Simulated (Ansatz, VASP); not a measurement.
# Two plane-wave programs on Cu

```xyz
1
Lattice="-1.5690 1.5690 1.3761 1.5690 -1.5690 1.3761 1.5690 1.5690 -1.3761" Properties=species:S:1:pos:R:3 pbc="T T T"
Cu    0.0000    0.0000    0.0000
```

Change from the starting cell: strain +0.0875 x Voigt [1, 1, 0, 0, 0, 0], atoms carried along.

Alike in both runs: task single point; functional PBEsol; k mesh 24 × 24 × 24; occupations gaussian, width 0.15 eV; no spin polarisation.

|  | VASP | Ansatz |
| --- | --- | --- |
| version | VASP 6.6.1 | Ansatz 0.2.0 |
| potentials or method | VASP PAW PBE potentials, release 64 (Cu), cutoff 520 eV | scalar-relativistic, plane waves, PAW |
| valence electrons in the cell | 11 | 19 |

|  | VASP | Ansatz | Ansatz less VASP |
| --- | --- | --- | --- |
| gap on the k mesh at the Fermi level (eV) | none | none | - |
| pressure (GPa) | -17.4 | -18.4 | -1.05 |
| traceless stress, the component that is largest in VASP (GPa) | 0.10 | 0.06 | -0.041 |

VASP's potentials were made for PBE, not for PBEsol. A gap of «none» marks a metal or a gap that the smearing closes. The functional is the same, so the differences come from potentials, cutoffs and numerics. VASP's potentials hold 11 valence electrons a cell and Ansatz's 19, so a difference there can come from the potentials and not from the codes.
